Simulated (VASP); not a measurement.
# Au (Im-3m) in VASP: notebook

Au is run at these levels: revPBE, HSE06, PBE-based screened hybrid; tasks: relaxation of cell and atoms, single point.

All numbers are computed with VASP 6.6.1; they aren't measurements. Logs are shortened: lines on timing, memory, paths and dates and some standing lists are left out, and cuts for length are marked.

## 1. The cell of the first run

It takes space group Im-3m (No. 229, cubic). Conventional cell: a = 3.315 Å, b = 3.315 Å, c = 3.315 Å, α = 90.00°, β = 90.00°, γ = 90.00°. Au (site symmetry m-3m) has 14 Au at 2.87 to 3.31 Å within 3.8 Å.

## 2. Relaxation of cell and atoms, revPBE

Input file INCAR:

```
PREC = Accurate
ENCUT = 600
EDIFF = 1E-6
ISMEAR = -1
SIGMA = 0.05
LREAL = F
LASPH = T
NELM = 60
ALGO = Fast
ISIF = 3
LWAVE = F
LCHARG = F
GGA = RE
IBRION = 2
NSW = 60
EDIFFG = -0.01
```

Input file KPOINTS:

```
Automatic mesh
0
Gamma
  11 11 11
```

Input file POSCAR:

```
Au
1.0
   -1.6572690000      1.6572690000      1.6572690000
    1.6572690000     -1.6572690000      1.6572690000
    1.6572690000      1.6572690000     -1.6572690000
Au
1
Direct
    0.0000000000      0.0000000000      0.0000000000
```

Potentials or basis: VASP PAW PBE potentials, release 64 (Au).

Launch:

```bash
cat potpaw_PBE.64/Au/POTCAR > POTCAR
mpirun -np 1 vasp_std > vasp.out
```

OUTCAR:

```text
PREC = Accurate
   ENCUT = 600
   EDIFF = 1E-6
   ISMEAR = -1
   LREAL = F
   LASPH = T
   NELM = 60
   ISIF = 3
   GGA = RE
   IBRION = 2
   NSW = 60
   EDIFFG = -0.01

 ion  position               nearest neighbor table
   1  0.000  0.000  0.000-

  LATTYP: Found a body centered cubic cell.
 ALAT       =     3.3145380000

  Lattice vectors:

 A1 = (  -1.6572690000,   1.6572690000,   1.6572690000)
 A2 = (   1.6572690000,  -1.6572690000,   1.6572690000)
 A3 = (   1.6572690000,   1.6572690000,  -1.6572690000)

Analysis of symmetry for initial positions (statically):
=====================================================================
 Subroutine PRICEL returns:
 Original cell was already a primitive cell.

 Routine SETGRP: Setting up the symmetry group for a
 body centered cubic supercell.

 Subroutine GETGRP returns: Found 48 space group operations
 (whereof 48 operations were pure point group operations)
 out of a pool of 48 trial point group operations.

The static configuration has the point symmetry O_h .

Analysis of symmetry for dynamics (positions and initial velocities):
=====================================================================
 Subroutine PRICEL returns:
 Original cell was already a primitive cell.

 Routine SETGRP: Setting up the symmetry group for a
 body centered cubic supercell.

 Subroutine GETGRP returns: Found 48 space group operations
 (whereof 48 operations were pure point group operations)
 out of a pool of 48 trial point group operations.

The dynamic configuration has the point symmetry O_h .

 Subroutine INISYM returns: Found 48 space group operations
 (whereof 48 operations are pure point group operations),
 and found     1 'primitive' translations

----------------------------------------------------------------------------------------

                                     Primitive cell

  volume of cell :      18.2070

  direct lattice vectors                    reciprocal lattice vectors
    -1.657269000  1.657269000  1.657269000     0.000000000  0.301701172  0.301701172
     1.657269000 -1.657269000  1.657269000     0.301701172  0.000000000  0.301701172
     1.657269000  1.657269000 -1.657269000     0.301701172  0.301701172  0.000000000

  length of vectors
     2.870474110  2.870474110  2.870474110     0.426669890  0.426669890  0.426669890

  position of ions in fractional coordinates (direct lattice)
     0.000000000  0.000000000  0.000000000

  ion indices of the primitive-cell ions
   primitive index   ion index
                 1           1
[... 84 lines left out ...]
   NUPDOWN=      -1.0000    fix difference up-down
   EMIN   =  10.00;   EMAX   =-10.00  energy-range for DOS
   EFERMI =   0.00;   METHOD = LEGACY
   ISMEAR =    -1;   SIGMA  =   0.05  broadening in eV -4-tet -1-fermi 0-gaus
   EFERMI_NEDOS =   21; number of points for ismear=-14 and -15
   IALGO  =     68    algorithm
   IMIX   =      4    mixing-type and parameters
     AMIX     =   0.40;   BMIX     =  1.00
     AMIX_MAG =   1.60;   BMIX_MAG =  1.00
  volume/ion in A,a.u.               =      18.21       122.87
  Fermi-wavevector in a.u.,A,eV,Ry     =   1.383968  2.615320 26.060157  1.915367
  Thomas-Fermi vector in A             =   2.508516
   LORBIT       =      0    0 simple, 1 ext, 2 COOP (PROOUT), +10 PAW based schemes
   GGA     = RE    functional components
   LHFCALC =     F    Hartree Fock is set to
   AEXX    =    0.0000 exact exchange contribution
   IVDW    =     0    specifies the selected vdW correction
   LEPSILON=     F    determine dielectric tensor
   LRPA    =     F    only Hartree local field effects (RPA)
 conjugate gradient relaxation of ions
 non-spin polarized calculation
 RMM-DIIS sequential band-by-band and
  energy-cutoff  :      600.00
  volume of cell :       18.21
 maximum number of plane-waves:       621
   NGX = 11   NGY = 11   NGZ = 11

--------------------------------------- Ionic step        1  -------------------------------------------

 number of electron      10.9999998 magnetization

 Free energy of the ion-electron system (eV)
  ---------------------------------------------------
  ext. energy  EPLUGINS =         0.00000000
  ---------------------------------------------------
  free energy    TOTEN  =        -2.71376866 eV

  energy without entropy =       -2.70794717  energy(sigma->0) =       -2.71085792

------------------------ aborting loop because EDIFF is reached ----------------------------------------

  FORCE on cell =-STRESS in cart. coord.  units (eV):
  Direction    XX          YY          ZZ          XY          YZ          ZX
  --------------------------------------------------------------------------------------
  -------------------------------------------------------------------------------------
  Total        0.2047903      0.2047903      0.2047903      0.0000000     -0.0000000      0.0000000
  in kB       18.0210850     18.0210850     18.0210850      0.0000000     -0.0000000      0.0000000
  external PRESSURE =      18.0210850 kB  Pullay stress =       0.0000000 kB
[... 92 lines left out ...]
--------------------------------------- Ionic step        4  -------------------------------------------

 number of electron      10.9999998 magnetization

 Free energy of the ion-electron system (eV)
  ---------------------------------------------------
  ext. energy  EPLUGINS =         0.00000000
  ---------------------------------------------------
  free energy    TOTEN  =        -2.71506100 eV

  energy without entropy =       -2.70937754  energy(sigma->0) =       -2.71221927

 E-fermi :   8.1935     XC(G=0): -12.1783

 val. band max:        8.1875581959   @ k =  -0.3636   0.4545   0.0909
 cond. band min:       8.1953457119   @ k =  -0.3636   0.3636   0.2727
 fundamental gap:      0.0077875160
 Fermi energy:         8.1934827841

 k-point     1 :       0.0000    0.0000    0.0000
  band No.  band energies     occupation
      1      -0.7199      2.00000
      2       3.8458      2.00000
      3       3.8458      2.00000
      4       3.8458      2.00000
      5       5.5390      2.00000
      6       5.5390      2.00000
      7      24.7772      0.00000
      8      24.7772      0.00000
      9      24.7772      0.00000
[... 265 lines left out ...]
 k-point    24 :       0.3636    0.1818    0.0909
  band No.  band energies     occupation
      1       2.5769      2.00000
      2       3.0629      2.00000
      3       4.5797      2.00000
      4       5.5853      2.00000
      5       5.7558      2.00000
      6      11.1688      0.00000
      7      11.5153      0.00000
      8      16.9400      0.00000
      9      19.5464      0.00000

 [... further k-points ...]
[... 5 lines left out ...]
  --------------------------------------------------------------------------------------
  -------------------------------------------------------------------------------------
  Total        0.0028705      0.0028705      0.0028705     -0.0000000     -0.0000000      0.0000000
  in kB        0.2493540      0.2493540      0.2493540     -0.0000000     -0.0000000      0.0000000
  external PRESSURE =       0.2493540 kB  Pullay stress =       0.0000000 kB
[... 16 lines left out ...]
  FREE ENERGIE OF THE ION-ELECTRON SYSTEM (eV)
  ---------------------------------------------------
  free  energy   TOTEN  =        -2.7150609961 eV

  energy  without entropy=       -2.7093775385  energy(sigma->0) =       -2.71221927

 reached required accuracy - stopping structural energy minimisation
```

OSZICAR:

```text
N       E                     dE             d eps       ncg     rms          rms(c)
DAV:   1     0.528748663518E+02    0.52875E+02   -0.62782E+03  1024   0.122E+03
DAV:   2    -0.242783204532E+01   -0.55303E+02   -0.52560E+02  1056   0.218E+02
DAV:   3    -0.294212113351E+01   -0.51429E+00   -0.51285E+00  1169   0.224E+01
[... 31 lines left out ...]
       N       E                     dE             d eps       ncg     rms          rms(c)
DAV:   1    -0.271513521972E+01   -0.71694E-04   -0.14695E-03  1073   0.423E-01    0.535E-02
RMM:   2    -0.271506212528E+01    0.73094E-04   -0.13465E-04  1008   0.121E-01    0.201E-02
RMM:   3    -0.271506027795E+01    0.18473E-05   -0.94544E-06   985   0.337E-02    0.170E-02
RMM:   4    -0.271506099610E+01   -0.71815E-06   -0.11015E-06   660   0.117E-02
   4 F= -.27150610E+01 E0= -.27122193E+01  d E =-.129233E-02
```

CONTCAR:

```text
Au
   1.00000000000000
    -1.6644296074419993    1.6644296074419993    1.6644296074419993
     1.6644296074419993   -1.6644296074419993    1.6644296074419993
     1.6644296074419993    1.6644296074419993   -1.6644296074419993
  Au
     1
Direct
     0.0000000000000000    0.0000000000000000    0.0000000000000000

  0.00000000E+00  0.00000000E+00  0.00000000E+00
```

Wall time 10 s (1 thread of Intel Xeon 6975P-C (Granite Rapids), shared host); peak memory 0.15 GiB.

Results:

| Item | Value |
| --- | --- |
| Free energy | -2.7151 eV |
| Relaxed volume | 18.44 Å³/atom |
| Relaxed cell | a = 2.883 Å, b = 2.883 Å, c = 2.883 Å, α = 109.47°, β = 109.47°, γ = 109.47° |
| Space group after relaxing (to 0.05 Å) | Im-3m (No. 229) |
| Energy gained by relaxing | 1.3 meV/atom |
| Ionic steps | 4 |
| Pressure after relaxing | 0.0 GPa |

Step by step:
```csv
step,energy change (eV),largest force (eV/Å),pressure (GPa),volume (Å³)
1,0.0000,0.0000,1.80,18.21
2,0.0005,0.0000,-2.01,18.75
3,-0.0013,0.0000,-0.10,18.46
4,-0.0013,0.0000,0.02,18.44
```

Final structure:
```yaml
crystal:
  lattice:
    - [-1.66443, 1.66443, 1.66443]
    - [1.66443, -1.66443, 1.66443]
    - [1.66443, 1.66443, -1.66443]
  atoms:
    - { symbol: Au, position: [0.00000, 0.00000, 0.00000] }
```

Levels at points of the mesh, in eV from the Fermi level:
| k point | band 3 | band 4 | band 5 | band 6 | band 7 | band 8 |
| --- | --- | --- | --- | --- | --- | --- |
| (0.00, 0.00, 0.00) | -4.35 | -4.35 | -2.65 | -2.65 | 16.58 | 16.58 |

Caveat: the PAW data sets were made with another functional, which shifts forces and pressure a little; spin-orbit coupling is left out, which moves the levels of the heavy elements.

## 3. Single point, HSE06

POSCAR is that of step 2.

Input file INCAR.step1:

```
SYSTEM = Au
PREC = Accurate
ENCUT = 520
EDIFF = 1E-5
ISMEAR = -1
SIGMA = 0.05
LREAL = .False.
LASPH = .True.
NELM = 80
ALGO = Normal
ISIF = 2
LWAVE = .True.
LCHARG = .False.
NBANDS = 12
GGA = PE
```

Input file INCAR.step2:

```
SYSTEM = Au
PREC = Accurate
ENCUT = 520
EDIFF = 1E-6
ISMEAR = -1
SIGMA = 0.05
LREAL = .False.
LASPH = .True.
NELM = 80
ALGO = Normal
ISIF = 2
LWAVE = .False.
LCHARG = .False.
GGA = PE
LHFCALC = .True.
HFSCREEN = 0.2079
PRECFOCK = Normal
NBANDS = 12
ISTART = 1
```

Input file KPOINTS:

```
regular mesh
0
Gamma
  6 6 6
  0 0 0
```

Potentials or basis: VASP PAW PBE potentials, release 64 (Au).

Launch:

```bash
cat potpaw_PBE.64/Au/POTCAR > POTCAR
cp INCAR.step1 INCAR
mpirun -np 1 vasp_std > vasp.out
cp INCAR.step2 INCAR
mpirun -np 1 vasp_std > vasp.out
```

Run time: 7.3 min. Hardware: 1 thread of Intel Xeon Platinum 8488C (Sapphire Rapids), shared host; peak memory 0.25 GiB.

It converged, with:

| Property | Result |
| --- | --- |
| Free energy | -3.2804 eV |
| Pressure | -4.0 GPa |

Levels at points of the mesh, in eV from the Fermi level:
```csv
k point,band 1,band 2,band 3,band 4,band 5,band 6,band 7,band 8,band 9,band 10
"(0.00, 0.00, 0.00)",-10.34,-5.86,-5.86,-5.86,-4.08,-4.08,17.31,17.31,17.31,24.52
"(0.50, 0.00, 0.00)",-8.03,-6.90,-4.17,-3.85,-2.42,-0.59,3.60,13.05,14.41,21.98
"(0.50, 0.50, 0.50)",-7.76,-7.76,-2.81,-2.81,-2.81,6.74,6.74,6.74,10.16,16.05
```

Caveat: the k points lie up to 0.45 Å⁻¹ apart; the PAW data sets were made with another functional, which shifts forces and pressure a little; spin-orbit coupling is left out, which moves the levels of the heavy elements.

## 4. Single point, PBE-based screened hybrid

POSCAR is that of step 3.

Input file INCAR.step1:

```
PREC = Accurate
ENCUT = 520
EDIFF = 1E-5
ISMEAR = -1
SIGMA = 0.05
LREAL = F
LASPH = T
NELM = 80
ALGO = Normal
ISIF = 2
LWAVE = T
LCHARG = F
GGA = PE
NBANDS = 12
```

Input file INCAR.step2:

```
PREC = Accurate
ENCUT = 520
EDIFF = 1E-7
ISMEAR = -1
SIGMA = 0.05
LREAL = F
LASPH = T
NELM = 80
ALGO = Normal
ISIF = 2
LWAVE = F
LCHARG = F
GGA = PE
LHFCALC = T
AEXX = 0.25
HFSCREEN = 0.3
PRECFOCK = Normal
ISTART = 1
NBANDS = 12
```

Input file KPOINTS:

```
regular mesh
0
Gamma
  6 6 6
```

Launch:

```bash
cat potpaw_PBE.64/Au/POTCAR > POTCAR
cp INCAR.step1 INCAR
mpirun -np 1 vasp_std > vasp.out
cp INCAR.step2 INCAR
mpirun -np 1 vasp_std > vasp.out
```

Wall time 8.4 min (1 thread of Intel Xeon Platinum 8488C (Sapphire Rapids), shared host); peak memory 0.25 GiB.

The run converged. Its results:

```
Free energy : -3.2210 eV
Pressure    : -3.7 GPa
```

Levels at points of the mesh, in eV from the Fermi level:
```
           k point  band 2  band 3  band 4  band 5  band 6  band 7  band 8  band 9
(0.00, 0.00, 0.00)   -5.70   -5.70   -5.70   -3.93   -3.93   17.18   17.18   17.18
(0.50, 0.00, 0.00)   -6.73   -4.02   -3.72   -2.31   -0.56    3.49   12.92   14.26
(0.50, 0.50, 0.50)   -7.58   -2.69   -2.69   -2.69    6.62    6.62    6.62    9.98
```

Caveat: the k points lie up to 0.45 Å⁻¹ apart; the PAW data sets were made with another functional, which shifts forces and pressure a little; spin-orbit coupling is left out, which moves the levels of the heavy elements.

## 5. Overview

| task | level | cell | k mesh | cutoff (eV) | grid for exact exchange (PRECFOCK) | screening parameter | share of exact exchange | gap on the mesh (eV) | pressure (GPa) |
| --- | --- | --- | --- | --- | --- | --- | --- | --- | --- |
| relaxation of cell and atoms | revPBE | relaxed | 11 × 11 × 11 | 600 | - | - | - | none | 0.0 |
| single point | HSE06 | as given | 6 × 6 × 6 | 520 | Normal | 0.2079 1/Å | - | none | -4.0 |
| single point | PBE-based screened hybrid | as given | 6 × 6 × 6 | 520 | Normal | 0.3 1/Å | 0.25 | none | -3.7 |

Alike in all rows: potentials or basis VASP PAW PBE potentials, release 64 (Au); no spin polarisation; smearing fermi-dirac 0.05 eV.

Caveats: some runs use coarse meshes; the PAW data sets were made with another functional, which shifts forces and pressure a little; spin-orbit coupling is left out, which moves the levels of the heavy elements.

Absolute energies hang on the potentials; compare differences alone.
